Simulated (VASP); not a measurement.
# AlAs (F-43m) in VASP: a series of runs

The runs below take AlAs through relaxation of cell and atoms, with PBEsol.

Program: VASP 6.6.1. These are calculated values, not measurements. Logs are shortened: lines on timing, memory, paths and dates and some standing lists are left out, and cuts for length are marked.

## 1. The cell of the first run

The structure is cubic, space group F-43m (No. 216). The conventional cell has a = 5.675 Å, b = 5.675 Å, c = 5.675 Å, α = 90.00°, β = 90.00°, γ = 90.00°. Al (site symmetry -43m) has 4 As at 2.46 Å within 3.2 Å. As (site symmetry -43m) has 4 Al at 2.46 Å within 3.2 Å.

## 2. Relaxation of cell and atoms, PBEsol, target pressure 10 GPa, at which the enthalpy is minimised

INCAR

```
SYSTEM = AlAs
PREC = Accurate ; ENCUT = 500
EDIFF = 1E-7 ; ISMEAR = 0
SIGMA = 0.01 ; LREAL = .FALSE.
LASPH = .TRUE. ; NELM = 120
ALGO = Normal ; ISIF = 3
LWAVE = .FALSE. ; LCHARG = .FALSE.
GGA = PS ; IBRION = 2
NSW = 100 ; EDIFFG = -0.002
PSTRESS = 100.0 ; GGA_COMPAT = .FALSE.
NELMIN = 4
```

KPOINTS

```
Automatic mesh
0
G
  8 8 8
  0 0 0
```

POSCAR

```
AlAs
1.0
    0.0000000000      2.8373321420      2.8373321420
    2.8373321420      0.0000000000      2.8373321420
    2.8373321420      2.8373321420      0.0000000000
Al As
1 1
Direct
    0.0000000000      0.0000000000      0.0000000000
    0.7500000000      0.7500000000      0.7500000000
```

Potentials or basis: VASP PAW PBE potentials, release 64 (Al, As).

Run with:

```
$ cat potpaw_PBE.64/Al/POTCAR potpaw_PBE.64/As/POTCAR > POTCAR
$ mpirun -np 1 vasp_std > vasp.out
```

OUTCAR:

```text
SYSTEM = AlAs
   PREC = Accurate
   ENCUT = 500
   EDIFF = 1E-7
   ISMEAR = 0
   LREAL = .FALSE.
   LASPH = .TRUE.
   NELM = 120
   ISIF = 3
   GGA = PS
   IBRION = 2
   NSW = 100
   EDIFFG = -0.002
   PSTRESS = 100.0
   NELMIN = 4

 ion  position               nearest neighbor table
   1  0.000  0.000  0.000-   2 2.46   2 2.46   2 2.46   2 2.46
   2  0.750  0.750  0.750-   1 2.46   1 2.46   1 2.46   1 2.46

  LATTYP: Found a face centered cubic cell.
 ALAT       =     5.6746642840

  Lattice vectors:

 A1 = (   0.0000000000,   2.8373321420,   2.8373321420)
 A2 = (   2.8373321420,   0.0000000000,   2.8373321420)
 A3 = (   2.8373321420,   2.8373321420,   0.0000000000)

Analysis of symmetry for initial positions (statically):
=====================================================================
 Subroutine PRICEL returns:
 Original cell was already a primitive cell.

 Routine SETGRP: Setting up the symmetry group for a
 face centered cubic supercell.

 Subroutine GETGRP returns: Found 24 space group operations
 (whereof 24 operations were pure point group operations)
 out of a pool of 48 trial point group operations.

The static configuration has the point symmetry T_d .

Analysis of symmetry for dynamics (positions and initial velocities):
=====================================================================
 Subroutine PRICEL returns:
 Original cell was already a primitive cell.

 Routine SETGRP: Setting up the symmetry group for a
 face centered cubic supercell.

 Subroutine GETGRP returns: Found 24 space group operations
 (whereof 24 operations were pure point group operations)
 out of a pool of 48 trial point group operations.

The dynamic configuration has the point symmetry T_d .

 Subroutine INISYM returns: Found 24 space group operations
 (whereof 24 operations are pure point group operations),
 and found     1 'primitive' translations

----------------------------------------------------------------------------------------

                                     Primitive cell

  volume of cell :      45.6836

  direct lattice vectors                    reciprocal lattice vectors
     0.000000000  2.837332142  2.837332142    -0.176221879  0.176221879  0.176221879
     2.837332142  0.000000000  2.837332142     0.176221879 -0.176221879  0.176221879
     2.837332142  2.837332142  0.000000000     0.176221879  0.176221879 -0.176221879
[... 90 lines left out ...]
   ISIF   =      3    stress and relaxation
   ISYM   =      2    0-nonsym 1-usesym 2-fastsym
   POTIM  = 0.5000    time-step for ionic-motion
   TEBEG  =    0.0;   TEEND  =   0.0 temperature during run
   PSTRESS=  100.0 pullay stress
   NELECT =       8.0000    total number of electrons
   NUPDOWN=      -1.0000    fix difference up-down
   EMIN   =  10.00;   EMAX   =-10.00  energy-range for DOS
   EFERMI =   0.00;   METHOD = LEGACY
   ISMEAR =     0;   SIGMA  =   0.01  broadening in eV -4-tet -1-fermi 0-gaus
   EFERMI_NEDOS =   21; number of points for ismear=-14 and -15
   IALGO  =     38    algorithm
   IMIX   =      4    mixing-type and parameters
     AMIX     =   0.40;   BMIX     =  1.00
     AMIX_MAG =   1.60;   BMIX_MAG =  1.00
  volume/ion in A,a.u.               =      22.84       154.14
  Fermi-wavevector in a.u.,A,eV,Ry     =   0.915907  1.730813 11.413729  0.838885
  Thomas-Fermi vector in A             =   2.040702
   LORBIT       =      0    0 simple, 1 ext, 2 COOP (PROOUT), +10 PAW based schemes
   GGA     = PS    functional components
   LHFCALC =     F    Hartree Fock is set to
   AEXX    =    0.0000 exact exchange contribution
   IVDW    =     0    specifies the selected vdW correction
   LEPSILON=     F    determine dielectric tensor
   LRPA    =     F    only Hartree local field effects (RPA)
 conjugate gradient relaxation of ions
 non-spin polarized calculation
 Gauss-broadening in eV      SIGMA  =   0.01
  energy-cutoff  :      500.00
  volume of cell :       45.68
 maximum number of plane-waves:      1211
 NGX is ok and might be reduce to    30
   NGX = 15   NGY = 15   NGZ = 15

--------------------------------------- Ionic step        1  -------------------------------------------

 number of electron       8.0000000 magnetization

 Free energy of the ion-electron system (eV)
  ---------------------------------------------------
  ext. energy  EPLUGINS =         0.00000000
  ---------------------------------------------------
  free energy    TOTEN  =       -10.06468521 eV

  energy without entropy =      -10.06468521  energy(sigma->0) =      -10.06468521

------------------------ aborting loop because EDIFF is reached ----------------------------------------

  FORCE on cell =-STRESS in cart. coord.  units (eV):
  Direction    XX          YY          ZZ          XY          YZ          ZX
  --------------------------------------------------------------------------------------
  -------------------------------------------------------------------------------------
  Total        0.0774113      0.0774113      0.0774113     -0.0000000      0.0000000     -0.0000000
  in kB        2.7149046      2.7149046      2.7149046     -0.0000000      0.0000000     -0.0000000
  external PRESSURE =     -97.2850954 kB  Pullay stress =     100.0000000 kB
[... 177 lines left out ...]
--------------------------------------- Ionic step        6  -------------------------------------------

 number of electron       7.9999999 magnetization

 Free energy of the ion-electron system (eV)
  ---------------------------------------------------
  ext. energy  EPLUGINS =         0.00000000
  ---------------------------------------------------
  free energy    TOTEN  =        -9.92966425 eV

  energy without entropy =       -9.92966425  energy(sigma->0) =       -9.92966425

 E-fermi :   4.7603     XC(G=0):  -9.5804

 val. band max:        4.6802243762   @ k =   0.0000   0.0000   0.0000
 cond. band min:       5.8116338385   @ k =   0.5000   0.5000   0.0000
 fundamental gap:      1.1314094623
 Fermi energy:         4.7603141510

 k-point     1 :       0.0000    0.0000    0.0000
  band No.  band energies     occupation
      1      -7.7950      2.00000
      2       4.6802      2.00000
      3       4.6802      2.00000
      4       4.6802      2.00000
      5       7.4541      0.00000
      6       9.1129      0.00000
      7       9.1129      0.00000
      8       9.1129      0.00000
[... 243 lines left out ...]
 k-point    24 :      -0.3750    0.2500    0.1250
  band No.  band energies     occupation
      1      -5.8166      2.00000
      2      -0.9980      2.00000
      3       1.7104      2.00000
      4       2.9490      2.00000
      5       8.4551      0.00000
      6       8.9985      0.00000
      7      11.7137      0.00000
      8      12.6583      0.00000

 [... further k-points ...]
[... 5 lines left out ...]
  --------------------------------------------------------------------------------------
  -------------------------------------------------------------------------------------
  Total        2.5657467      2.5657467      2.5657467     -0.0000000      0.0000000     -0.0000000
  in kB      100.0416575    100.0416575    100.0416575     -0.0000000      0.0000000     -0.0000000
  external PRESSURE =       0.0416575 kB  Pullay stress =     100.0000000 kB
[... 21 lines left out ...]
  energy  without entropy=       -9.9296642472  energy(sigma->0) =       -9.92966425

  enthalpy is  TOTEN    =        -7.3649859546 eV   P V=        2.5646782926

 reached required accuracy - stopping structural energy minimisation
```

It took 40 s on 1 thread of Intel Xeon 6975P-C, shared host; peak memory 0.17 GiB.

Results:

* Free energy: -9.9297 eV
* Relaxed volume: 20.55 Å³/atom
* Relaxed cell: a = 3.873 Å, b = 3.873 Å, c = 3.873 Å, α = 60.00°, β = 60.00°, γ = 60.00°
* Space group after relaxing (to 0.05 Å): F-43m (No. 216)
* Energy change on relaxing (the enthalpy is what falls): +67.5 meV/atom
* Ionic steps: 6
* Pressure after relaxing: 10.0 GPa
* Band gap on the k mesh: 1.13 eV, indirect (least direct gap 2.77 eV)

Step by step:
```tsv
step	energy change (eV)	largest force (eV/Å)	pressure (GPa)	volume (Å³)
1	0.0000	0.0000	0.27	45.68
2	0.5413	0.0000	23.80	37.11
3	0.1303	0.0000	9.80	41.17
4	0.1357	0.0000	10.03	41.08
5	0.1342	0.0000	9.97	41.10
6	0.1350	0.0000	10.00	41.09
```

Final structure:
```
CELL_PARAMETERS angstrom
0.00000 2.73887 2.73887
2.73887 0.00000 2.73887
2.73887 2.73887 0.00000
ATOMIC_POSITIONS crystal
Al 0.00000 0.00000 0.00000
As 0.75000 0.75000 0.75000
```

Caveat: the cell is relaxed towards a set pressure, so the enthalpy falls and the energy may rise; the PAW data sets were made with another functional, which shifts forces and pressure a little. A k mesh can miss the band edges.

## 3. Relaxation of cell and atoms, PBEsol, target pressure 15 GPa, at which the enthalpy is minimised

INCAR

```
ALGO = Normal
EDIFF = 1E-7
EDIFFG = -0.002
ENCUT = 500
GGA = PS
GGA_COMPAT = False
IBRION = 2
ISIF = 3
ISMEAR = 0
LASPH = True
LCHARG = False
LREAL = False
LWAVE = False
NELM = 120
NELMIN = 4
NSW = 100
PREC = Accurate
PSTRESS = 150.0
SIGMA = 0.01
```

KPOINTS

```
k-points
0
Gamma
  8 8 8
```

POSCAR is that of step 2.

Potentials or basis: VASP PAW PBE potentials, release 64 (Al, As).

Run with:

```
$ cat potpaw_PBE.64/Al/POTCAR potpaw_PBE.64/As/POTCAR > POTCAR
$ mpirun -np 1 vasp_std > vasp.out
```

Wall time 47 s (1 thread of Intel Xeon 6975P-C, shared host); peak memory 0.18 GiB.

The run converged. Its results:

* Free energy: -9.8007 eV
* Relaxed volume: 19.71 Å³/atom
* Relaxed cell: a = 3.820 Å, b = 3.820 Å, c = 3.820 Å, α = 60.00°, β = 60.00°, γ = 60.00°
* Space group after relaxing (to 0.05 Å): F-43m (No. 216)
* Energy change on relaxing (the enthalpy is what falls): +132.0 meV/atom
* Ionic steps: 7
* Pressure after relaxing: 15.0 GPa
* Band gap on the k mesh: 1.04 eV, indirect (least direct gap 3.12 eV)

The path:
| step | energy change (eV) | largest force (eV/Å) | pressure (GPa) | volume (Å³) |
| --- | --- | --- | --- | --- |
| 1 | 0.0000 | 0.0000 | 0.27 | 45.68 |
| 2 | 1.3780 | 0.0000 | 45.78 | 33.16 |
| 3 | 0.2432 | 0.0000 | 14.27 | 39.65 |
| 4 | 0.2606 | 0.0000 | 14.89 | 39.46 |
| 5 | 0.2717 | 0.0000 | 15.28 | 39.35 |
| 6 | 0.2554 | 0.0000 | 14.70 | 39.52 |
| 7 | 0.2640 | 0.0000 | 15.01 | 39.43 |

Final structure:
```cif
data_structure
_symmetry_space_group_name_H-M 'P 1'
_symmetry_Int_Tables_number 1
_cell_length_a 3.8204
_cell_length_b 3.8204
_cell_length_c 3.8204
_cell_angle_alpha 60.000
_cell_angle_beta 60.000
_cell_angle_gamma 60.000
_cell_volume 39.43
loop_
_atom_site_label
_atom_site_type_symbol
_atom_site_fract_x
_atom_site_fract_y
_atom_site_fract_z
_atom_site_occupancy
Al1 Al 0.00000 0.00000 0.00000 1
As1 As 0.75000 0.75000 0.75000 1
```

Levels at points of the mesh, in eV from the valence-band top:
```
           k point  band 1  band 2  band 3  band 4  band 5  band 6  band 7  band 8
(0.00, 0.00, 0.00)  -12.74    0.00    0.00    0.00    3.12    4.51    4.51    4.51
(0.50, 0.00, 0.00)  -10.96   -6.28   -0.93   -0.93    2.62    4.71    4.71    7.81
(0.50, 0.50, 0.00)  -10.27   -5.98   -2.52   -2.52    1.04    2.20   11.35   11.35
```

Caveat: the cell is relaxed towards a set pressure, so the enthalpy falls and the energy may rise; the PAW data sets were made with another functional, which shifts forces and pressure a little.
